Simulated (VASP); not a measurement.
The system is MnSn3.

```
Sn Mn
1.0
     4.51425    0.00000    0.00000
     0.00000    4.51425    0.00000
     0.00000    0.00000    4.51425
Sn Mn
3 1
Direct
  0.00000 0.50000 0.50000
  0.50000 0.00000 0.50000
  0.50000 0.50000 0.00000
  0.00000 0.00000 0.00000
```

Base run:

```yaml
Program: VASP 6.6.1
Functional: PBEsol
Potentials_or_basis: VASP PAW PBE potentials, release 64 (Sn_d, Mn_pv)
Cutoff: 520 eV
k_mesh: 10 × 10 × 10
Occupations: gaussian, width 0.1 eV
Spin: no spin polarisation
```

Its results: pressure -6.6 GPa.

Task: The run is repeated on the same cell with these changes: spin from no spin polarisation to collinear spin, ferromagnetic start; further incar settings from ALGO = Fast; EDIFF = 1e-06; NBANDS = 36 to ALGO = Normal; EDIFF = 1e-06; NBANDS = 40. What comes out?

Result: Pressure 0.0 GPa; net moment 4.06 μB per cell; site moments Sn -0.02; Mn +3.90 μB.

Caveats: the PAW data sets were made with another functional, which shifts forces and pressure a little; the cell stands under tension (at least some runs).
